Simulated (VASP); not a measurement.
Runs of VASP 6.6.1 on Y. The structure is that of space group P6_3/mmc (No. 194), or close to it. The cells are those of the table. 

| cell | gap on the mesh (eV) | pressure (GPa) |
| --- | --- | --- |
| a = 3.442, b = 3.442, c = 5.373 Å, angles 90.0, 90.0, 120.0°, 2 atoms | none | (b) |
| a = 3.539, b = 3.539, c = 5.525 Å, angles 90.0, 90.0, 120.0°, 2 atoms | none | (a) |
| a = 3.392, b = 3.392, c = 5.294 Å, angles 90.0, 90.0, 120.0°, 2 atoms | none | 6.7 |
| a = 3.631, b = 3.631, c = 5.668 Å, angles 90.0, 90.0, 120.0°, 2 atoms | none | -3.1 |
| a = 3.676, b = 3.676, c = 5.738 Å, angles 90.0, 90.0, 120.0°, 2 atoms | none | -4.3 |
| a = 3.586, b = 3.586, c = 5.598 Å, angles 90.0, 90.0, 120.0°, 2 atoms | none | -1.7 |
| a = 3.491, b = 3.491, c = 5.450 Å, angles 90.0, 90.0, 120.0°, 2 atoms | none | 1.8 |

Alike in all rows: task single point; level LDA; potentials or basis VASP PAW LDA potentials, release 64 (Y_sv); no spin polarisation; k mesh 17 × 17 × 10; cutoff (eV) 520; smearing fermi-dirac 0.1 eV.

Problem. Estimate the missing entries.

Solution. (a) -0.1; (b) 4.1.

Caveats: the cell stands under pressure (at least some runs); the cell stands under tension (at least some runs).

A k mesh can miss the band edges, and the runs leave out spin-orbit coupling on Y.

A gap of «none» marks levels without a gap at the run's occupations.
